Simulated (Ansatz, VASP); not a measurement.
# FeCo3: VASP beside Ansatz

```xyz
4
Lattice="3.3623 0.0000 0.0000 0.0000 3.3623 0.0000 0.0000 0.0000 3.3623" Properties=species:S:1:pos:R:3 pbc="T T T"
Fe    0.0000    0.0000    0.0000
Co    1.6812    1.6812    0.0000
Co    1.6812    0.0000    1.6812
Co    0.0000    1.6812    1.6812
```

Alike in both runs: task single point; functional PBEsol; k mesh 12 × 12 × 12; occupations gaussian, width 0.1 eV; no spin polarisation.

```csv
,VASP,Ansatz
version,VASP 6.6.1,Ansatz 0.2.0
potentials or method,"VASP PAW PBE potentials, release 64 (Fe, Co), cutoff 520 eV","scalar-relativistic, plane waves, PAW"
valence electrons in the cell,35,67
```

Ansatz gave:

* gap on the k mesh at the Fermi level (eV): none
* pressure (GPa): 12.4

Estimate VASP's values.

gap on the k mesh at the Fermi level (eV): none; pressure (GPa): 11.2.

VASP's potentials were made for PBE, not for PBEsol. A gap of «none» marks a metal or a gap that the smearing closes. VASP's potentials hold 35 valence electrons a cell and Ansatz's 67, so a difference there can come from the potentials and not from the codes.
